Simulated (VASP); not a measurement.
Write the native input for VASP 6.6.1 that does the following.

| Quantity | Value |
| --- | --- |
| Task | single point |
| Functional | PBE |
| Potentials or basis | VASP PAW PBE potentials, release 64 (Sc_sv, Ga_d, P) |
| Cutoff | 520 eV |
| k mesh | 12 × 12 × 6 |
| Occupations | gaussian, width 0.1 eV |
| Spin | no spin polarisation |
| Dipole correction | no |
| Further INCAR settings | ALGO = Normal; EDIFF = 1e-06; NBANDS = 34 |

The structure of Sc2GaP3 lies in POSCAR:

```
Sc2GaP3
1.0
    4.1406292710      0.0000000000      0.0000000000
   -2.0703146355      3.5858901364      0.0000000000
    0.0000000000      0.0000000000      7.0905606979
Sc Ga P
2 1 3
Direct
    0.3333333333      0.6666666667      0.2760602191
    0.3333333333      0.6666666667      0.7239397809
    0.6666666667      0.3333333333      0.0000000000
    0.6666666667      0.3333333333      0.5000000000
    0.0000000000      0.0000000000      0.0000000000
    0.0000000000      0.0000000000      0.5000000000
```

The cell was generated, and may not be a known phase.

These files were run (other wordings do the same):

INCAR

```
SYSTEM = Sc2GaP3
PREC = Accurate ; ENCUT = 520
EDIFF = 1E-6 ; ISMEAR = 0
SIGMA = 0.1 ; LREAL = .False.
LASPH = .True. ; NELM = 100
ALGO = Normal ; ISIF = 2
LWAVE = .False. ; LCHARG = .False.
GGA = PE ; NBANDS = 34
```

KPOINTS

```
regular mesh
0
Gamma
  12 12 6
  0 0 0
```

Potentials or basis: VASP PAW PBE potentials, release 64 (Sc_sv, Ga_d, P).

The run is started by

```bash
$ cat potpaw_PBE.64/Sc_sv/POTCAR potpaw_PBE.64/Ga_d/POTCAR potpaw_PBE.64/P/POTCAR > POTCAR
$ mpirun -np 1 vasp_std > vasp.out
```

Results of the run:

```yaml
Pressure: 0.1 GPa
Largest_force: 0.007 eV/Å
Band_gap_on_the_k_mesh: zero (bands 25 and 26 overlap by 2.00 eV)
```

Run time: 2.1 min on 1 thread of Intel(R) Xeon(R) 6975P-C (Granite Rapids) (shared host), peak memory 0.39 GiB.
